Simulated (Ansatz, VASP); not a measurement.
# Al: VASP beside Ansatz

File INCAR:

```
SYSTEM = Al
PREC = Accurate ; ENCUT = 520
EDIFF = 1E-7 ; ISMEAR = 0
SIGMA = 0.15 ; LREAL = .FALSE.
LASPH = .TRUE. ; NELM = 60
ALGO = Normal ; ISIF = 2
LWAVE = .FALSE. ; LCHARG = .FALSE.
NBANDS = 8
```

File KPOINTS:

```
Automatic mesh
0
G
  22 22 22
  0 0 0
```

POSCAR

```
Al
1.0
    0.0000000000      1.7681093890      2.6521640835
    1.7681093890      0.0000000000      2.6521640835
    1.7681093890      1.7681093890      0.0000000000
Al
1
Direct
    0.0000000000      0.0000000000      0.0000000000
```

Input for Ansatz:

```yaml
crystal:
  lattice:
    - [0.0, 1.768109389, 2.6521640835]
    - [1.768109389, 0.0, 2.6521640835]
    - [1.768109389, 1.768109389, 0.0]
  atoms:
    - { symbol: Al, position: [0.0, 0.0, 0.0] }
basis:
  ecutwfc: 420
kpoints:
  mp_grid: { grid: [22, 22, 22] }
hamiltonian:
  xc: lda
scf:
  occupations: { method: gaussian, width: 0.15 }
output:
  forces: true
  stress: true
  eigenvalues: true
```

Alike in both runs: task single point; functional LDA; k mesh 22 × 22 × 22; occupations gaussian, width 0.15 eV; no spin polarisation.

```csv
,VASP,Ansatz
version,VASP 6.6.1,Ansatz 0.2.0
potentials or method,"VASP PAW LDA potentials, release 64 (Al), cutoff 520 eV","scalar-relativistic, plane waves, PAW"
valence electrons in the cell,3,3
```

```csv
,VASP,Ansatz,Ansatz less VASP
gap on the k mesh at the Fermi level (eV),none,none,-
pressure (GPa),9.1,8.9,-0.12
"traceless stress, the component that is largest in VASP (GPa)",-21.16,-21.03,+0.129
```

LDA's correlation is that of Perdew and Zunger in VASP and of Perdew and Wang (1992) in Ansatz. A gap of «none» marks a metal or a gap that the smearing closes.
